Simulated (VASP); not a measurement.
# Cu in VASP: notebook, part 2 of 2

VASP 6.6.1.

**4. Single point, PBEsol (uniaxial strain along c: +2.0 %)**

Input file INCAR:

```
SYSTEM = Cu
  PREC = Accurate
  ENCUT = 520
  EDIFF = 1E-6
  ISMEAR = 0
  SIGMA = 0.1
  LREAL = .False.
  LASPH = .True.
  NELM = 80
  ALGO = Fast
  ISIF = 2
  LWAVE = .False.
  LCHARG = .False.
  GGA = PS
  NBANDS = 18
```

Input file KPOINTS:

```
Automatic mesh
0
Gamma
  20 20 14
  0 0 0
```

Input file POSCAR:

```
Cu
1.0
    1.7727976585      1.7727976585      0.0000000000
   -1.7727976585      1.7727976585      0.0000000000
    0.0000000000      0.0000000000      3.6346806264
Cu
2
Direct
    0.0000000000      0.0000000000      0.0000000000
    0.5000000000      0.5000000000      0.5000000000
```

Potentials or basis: VASP PAW PBE potentials, release 64 (Cu).

Run with:

```console
cat potpaw_PBE.64/Cu/POTCAR > POTCAR
mpirun -np 1 vasp_std > vasp.out
```

OUTCAR:

```text
SYSTEM = Cu
   PREC = Accurate
   ENCUT = 520
   EDIFF = 1E-6
   ISMEAR = 0
   LREAL = .False.
   LASPH = .True.
   NELM = 80
   ISIF = 2
   GGA = PS

 ion  position               nearest neighbor table
   1  0.000  0.000  0.000-   2 2.54   2 2.54   2 2.54   2 2.54   2 2.54   2 2.54   2 2.54   2 2.54

   2  0.500  0.500  0.500-   1 2.54   1 2.54   1 2.54   1 2.54   1 2.54   1 2.54   1 2.54   1 2.54

  LATTYP: Found a simple tetragonal cell.
 ALAT       =     2.5071144920
 C/A-ratio  =     1.4497465664

  Lattice vectors:

 A1 = (   1.7727976585,   1.7727976585,   0.0000000000)
 A2 = (  -1.7727976585,   1.7727976585,   0.0000000000)
 A3 = (   0.0000000000,   0.0000000000,   3.6346806264)

Analysis of symmetry for initial positions (statically):
=====================================================================
 Subroutine PRICEL returns following result:

  LATTYP: Found a body centered tetragonal cell.
 ALAT       =     2.5071144920
 C/A-ratio  =     1.4497465664

  Lattice vectors:

 A1 = (   1.7727976585,   0.0000000000,  -1.8173403132)
 A2 = (  -1.7727976585,   0.0000000000,  -1.8173403132)
 A3 = (   0.0000000000,   1.7727976585,   1.8173403132)

   2 primitive cells build up your supercell.

 Routine SETGRP: Setting up the symmetry group for a
 simple tetragonal supercell.

 Subroutine GETGRP returns: Found 16 space group operations
 (whereof 16 operations were pure point group operations)
 out of a pool of 16 trial point group operations.

The static configuration has the point symmetry D_4h.

Analysis of symmetry for dynamics (positions and initial velocities):
=====================================================================
 Subroutine PRICEL returns following result:

  LATTYP: Found a body centered tetragonal cell.
 ALAT       =     2.5071144920
 C/A-ratio  =     1.4497465664

  Lattice vectors:

 A1 = (   1.7727976585,   0.0000000000,  -1.8173403132)
 A2 = (  -1.7727976585,   0.0000000000,  -1.8173403132)
 A3 = (   0.0000000000,   1.7727976585,   1.8173403132)

   2 primitive cells build up your supercell.

 Routine SETGRP: Setting up the symmetry group for a
 simple tetragonal supercell.

 Subroutine GETGRP returns: Found 16 space group operations
 (whereof 16 operations were pure point group operations)
 out of a pool of 16 trial point group operations.

The dynamic configuration has the point symmetry D_4h.

 Subroutine INISYM returns: Found 16 space group operations
 (whereof 16 operations are pure point group operations),
 and found     2 'primitive' translations

----------------------------------------------------------------------------------------

                                     Primitive cell

  volume of cell :      11.4231

  direct lattice vectors                    reciprocal lattice vectors
     1.772797658  0.000000000 -1.817340313     0.282040084  0.282040084 -0.275127337
    -1.772797658  0.000000000 -1.817340313    -0.282040084  0.282040084 -0.275127337
     0.000000000  1.772797658  1.817340313     0.000000000  0.564080167  0.000000000

  length of vectors
     2.538806285  2.538806285  2.538806285     0.484549553  0.484549553  0.564080167

  position of ions in fractional coordinates (direct lattice)
     0.000000000  0.000000000  0.000000000

  ion indices of the primitive-cell ions
   primitive index   ion index
                 1           1

----------------------------------------------------------------------------------------

 KPOINTS: Automatic mesh

Automatic generation of k-mesh.
 Grid dimensions read from file:
 generate k-points for:   20   20   14

 Generating k-lattice:

  Cartesian coordinates                     Fractional coordinates (reciprocal lattice)
     0.014102004  0.014102004  0.000000000     0.050000000  0.000000000  0.000000000
    -0.014102004  0.014102004  0.000000000     0.000000000  0.050000000  0.000000000
     0.000000000  0.000000000  0.019651953     0.000000000  0.000000000  0.071428571

  Length of vectors
     0.019943246  0.019943246  0.019651953

  Shift w.r.t. Gamma in fractional coordinates (k-lattice)
     0.000000000  0.000000000  0.000000000

 Subroutine IBZKPT returns following result:
 ===========================================

 Found    528 irreducible k-points:

 Following reciprocal coordinates:
            Coordinates               Weight
  0.000000  0.000000  0.000000      1.000000
  0.050000  0.000000  0.000000      4.000000
  0.100000  0.000000  0.000000      4.000000
  0.150000  0.000000  0.000000      4.000000
  0.200000  0.000000  0.000000      4.000000
  0.250000  0.000000  0.000000      4.000000
[... 16 lines left out ...]
  0.150000  0.100000  0.000000      8.000000
  0.200000  0.100000  0.000000      8.000000
 [... further k-points ...]
   k-points           NKPTS =    528   k-points in BZ     NKDIM =    528   number of bands    NBANDS=     18
   number of dos      NEDOS =    301   number of ions     NIONS =      2
   total plane-waves  NPLWV =  11200
   dimension x,y,z NGX =    20 NGY =   20 NGZ =   28
   dimension x,y,z NGXF=    40 NGYF=   40 NGZF=   56
   ions per type =               2
   NGX,Y,Z   is equivalent  to a cutoff of  13.26, 13.26, 12.81 a.u.
   NGXF,Y,Z  is equivalent  to a cutoff of  26.52, 26.52, 25.61 a.u.
 SYSTEM =  Cu
   PREC   = accura    normal or accurate (medium, high low for compatibility)
   ISTART =      0    job   : 0-new  1-cont  2-samecut
   ICHARG =      2    charge: 1-file 2-atom 10-const
   ISPIN  =      1    spin polarized calculation?
   LNONCOLLINEAR =      F non collinear calculations
   LSORBIT =      F    spin-orbit coupling
   LASPH  =      T    aspherical Exc in radial PAW
   ENCUT  =  520.0 eV  38.22 Ry    6.18 a.u.   4.66  4.66  6.76*2*pi/ulx,y,z
   NELM   =     80;   NELMIN=  2; NELMDL= -5     # of ELM steps
   EDIFF  = 0.1E-05   stopping-criterion for ELM
   LREAL  =      F    real-space projection
   EDIFFG = 0.1E-04   stopping-criterion for IOM
   NSW    =      0    number of steps for IOM
   IBRION =     -1    ionic relax: 0-MD 1-quasi-New 2-CG
   NFREE  =      0    steps in history (QN), initial steepest desc. (CG)
   ISIF   =      2    stress and relaxation
   ISYM   =      2    0-nonsym 1-usesym 2-fastsym
   POTIM  = 0.5000    time-step for ionic-motion
   TEBEG  =    0.0;   TEEND  =   0.0 temperature during run
   PSTRESS=    0.0 pullay stress
   NELECT =      22.0000    total number of electrons
   NUPDOWN=      -1.0000    fix difference up-down
   EMIN   =  10.00;   EMAX   =-10.00  energy-range for DOS
   EFERMI =   0.00;   METHOD = LEGACY
   ISMEAR =     0;   SIGMA  =   0.10  broadening in eV -4-tet -1-fermi 0-gaus
   EFERMI_NEDOS =   21; number of points for ismear=-14 and -15
   IALGO  =     68    algorithm
   IMIX   =      4    mixing-type and parameters
     AMIX     =   0.40;   BMIX     =  1.00
     AMIX_MAG =   1.60;   BMIX_MAG =  1.00
  volume/ion in A,a.u.               =      11.42        77.09
  Fermi-wavevector in a.u.,A,eV,Ry     =   1.616631  3.054989 35.558762  2.613495
  Thomas-Fermi vector in A             =   2.711186
   LORBIT       =      0    0 simple, 1 ext, 2 COOP (PROOUT), +10 PAW based schemes
   GGA     = PS    functional components
   LHFCALC =     F    Hartree Fock is set to
   AEXX    =    0.0000 exact exchange contribution
   IVDW    =     0    specifies the selected vdW correction
   LEPSILON=     F    determine dielectric tensor
   LRPA    =     F    only Hartree local field effects (RPA)
 non-spin polarized calculation
 RMM-DIIS sequential band-by-band and
 Gauss-broadening in eV      SIGMA  =   0.10
  energy-cutoff  :      520.00
  volume of cell :       22.85
 maximum number of plane-waves:       637
 NGX is ok and might be reduce to    20
   NGX =  9   NGY =  9   NGZ = 13

 number of electron      21.9999999 magnetization

 Free energy of the ion-electron system (eV)
  ---------------------------------------------------
  ext. energy  EPLUGINS =         0.00000000
  ---------------------------------------------------
  free energy    TOTEN  =        -8.61604467 eV

  energy without entropy =       -8.61270698  energy(sigma->0) =       -8.61437582

 E-fermi :   7.8141     XC(G=0): -13.1037

 val. band max:        7.8100803890   @ k =   0.5000   0.1500   0.0714
 cond. band min:       7.8209409140   @ k =   0.4500   0.3500   0.0714
 fundamental gap:      0.0108605249
 Fermi energy:         7.8140937235

 k-point     1 :       0.0000    0.0000    0.0000
  band No.  band energies     occupation
      1      -1.8271      2.00000
      2       2.7102      2.00000
      3       3.2223      2.00000
      4       4.6032      2.00000
      5       4.7312      2.00000
      6       4.7312      2.00000
[... 481 lines left out ...]
      5       4.8656      2.00000
      6       4.9543      2.00000
[... 10 lines left out ...]
     17      27.2887      0.00000
     18      30.4602      0.00000

 [... further k-points ...]
[... 5 lines left out ...]
  --------------------------------------------------------------------------------------
  -------------------------------------------------------------------------------------
  Total        0.0378625      0.0378625     -0.2520690      0.0000000      0.0000000     -0.0000000
  in kB        2.6552476      2.6552476    -17.6772788      0.0000000      0.0000000     -0.0000000
  external PRESSURE =      -4.1222612 kB  Pullay stress =       0.0000000 kB

 VOLUME and BASIS-vectors are now :
 -----------------------------------------------------------------------------
  energy-cutoff  :      520.00
  volume of cell :       22.85
      direct lattice vectors                 reciprocal lattice vectors
     1.772797659  1.772797659  0.000000000     0.282040084  0.282040084  0.000000000
    -1.772797659  1.772797659  0.000000000    -0.282040084  0.282040084  0.000000000
     0.000000000  0.000000000  3.634680626     0.000000000  0.000000000  0.275127337

 POSITION                                       TOTAL-FORCE (eV/Angst)
 -----------------------------------------------------------------------------------
      0.00000      0.00000      0.00000         0.000000      0.000000      0.000000
      0.00000      1.77280      1.81734        -0.000000     -0.000000     -0.000000
 -----------------------------------------------------------------------------------
    total drift:                               -0.000000      0.000000      0.000000

  FREE ENERGIE OF THE ION-ELECTRON SYSTEM (eV)
  ---------------------------------------------------
  free  energy   TOTEN  =        -8.6160446661 eV

  energy  without entropy=       -8.6127069757  energy(sigma->0) =       -8.61437582
```

Run time: 2 min. Hardware: 1 thread of Intel Xeon Platinum 8488C (Sapphire Rapids), shared host; peak memory 0.28 GiB.

Results:

| Item | Value |
| --- | --- |
| Free energy | -8.6160 eV |
| Pressure | -0.4 GPa |
| Band gap on the k mesh | zero (band 11 reaches 14.14 eV, above the bottom of band 12 at 5.89 eV) |

Stress tensor (GPa, compression positive):
```
 0.27  0.00  0.00
 0.00  0.27  0.00
 0.00  0.00 -1.77
```

Caveat: the cell differs from its parent crystal (uniaxial strain along c: +2.0 %); the PAW data sets were made with another functional, which shifts forces and pressure a little.

**5. Single point, PBEsol (uniaxial strain along c: +4.0 %, then relaxed in part)**

Input file INCAR:

```
PREC     = Accurate       # precision mode
ENCUT    = 520            # plane-wave cutoff, eV
EDIFF    = 1E-7           # SCF threshold, eV
ISMEAR   = 0              # smearing method
SIGMA    = 0.1            # smearing width, eV
LREAL    = F              # projectors in reciprocal space
LASPH    = T              # aspherical terms in the spheres
NELM     = 60             # most SCF steps
ALGO     = Fast           # electronic algorithm
ISIF     = 2              # what is computed and relaxed
LWAVE    = F              # write WAVECAR
LCHARG   = F              # write CHGCAR
GGA      = PS             # functional
NBANDS   = 18             # bands
```

Input file KPOINTS:

```
Automatic mesh
0
Gamma
  20 20 14
```

Input file POSCAR:

```
Cu
1.0
    1.7554483878      1.7554483878      0.0000000000
   -1.7554483878      1.7554483878      0.0000000000
    0.0000000000      0.0000000000      3.7059488740
Cu
2
Direct
    0.0000000000      0.0000000000      0.0000000000
    0.5000000000      0.5000000000      0.5000000000
```

Run with:

```console
cat potpaw_PBE.64/Cu/POTCAR > POTCAR
mpirun -np 1 vasp_std > vasp.out
```

Run time: 2.2 min. Hardware: 1 thread of Intel Xeon Platinum 8488C (Sapphire Rapids), shared host; peak memory 0.28 GiB.

Results (log left out):

| Quantity | Value |
| --- | --- |
| Free energy | -8.6074 eV |
| Pressure | -0.7 GPa |
| Band gap on the k mesh | zero (band 11 reaches 14.17 eV, above the bottom of band 12 at 5.93 eV) |

Stress tensor (GPa, compression positive):
```
 0.74  0.00  0.00
 0.00  0.74  0.00
 0.00  0.00 -3.50
```

Levels at points of the mesh, in eV from the Fermi level:
| k point | band 8 | band 9 | band 10 | band 11 | band 12 | band 13 | band 14 | band 15 |
| --- | --- | --- | --- | --- | --- | --- | --- | --- |
| (0.00, 0.00, 0.00) | -2.12 | -1.66 | -1.52 | -1.52 | 0.68 | 6.40 | 14.19 | 14.19 |
| (0.50, 0.00, 0.00) | -2.56 | -2.20 | -2.20 | -0.13 | -0.13 | 9.42 | 9.42 | 10.44 |
| (0.50, 0.50, 0.00) | -1.60 | -1.41 | -1.41 | 1.84 | 1.84 | 7.82 | 7.82 | 12.85 |
| (0.00, 0.00, 0.50) | -2.36 | -2.36 | -2.36 | -1.89 | -1.89 | 17.16 | 17.16 | 18.01 |
| (0.50, 0.00, 0.50) | -1.71 | -1.61 | -1.61 | -1.13 | -1.13 | 3.93 | 3.93 | 20.41 |
| (0.50, 0.50, 0.50) | -2.32 | -1.41 | -1.41 | 6.35 | 6.35 | 6.35 | 6.35 | 8.77 |

Caveat: the cell differs from its parent crystal (uniaxial strain along c: +4.0 %, then relaxed in part); the PAW data sets were made with another functional, which shifts forces and pressure a little.

**6. The runs side by side**

```csv
cell,further INCAR settings,gap on the mesh (eV),pressure (GPa)
"a = 2.520, b = 2.520, c = 3.563 Å, 2 atoms",ALGO = Fast; EDIFF = 1e-06; NBANDS = 18,none,1.2
"a = 2.501, b = 2.501, c = 3.635 Å, 2 atoms",ALGO = Fast; EDIFF = 1e-07; NBANDS = 18,none,-0.1
"a = 2.507, b = 2.507, c = 3.635 Å, 2 atoms",ALGO = Fast; EDIFF = 1e-06; NBANDS = 18,none,-0.4
"a = 2.483, b = 2.483, c = 3.706 Å, 2 atoms",ALGO = Fast; EDIFF = 1e-07; NBANDS = 18,none,-0.7
```

Alike in all rows: task single point; level PBEsol; potentials or basis VASP PAW PBE potentials, release 64 (Cu); no spin polarisation; k mesh 20 × 20 × 14; cutoff (eV) 520; smearing gaussian 0.1 eV.

Caveats: the PAW data sets were made with another functional, which shifts forces and pressure a little.

Absolute energies hang on the potentials; compare differences alone.
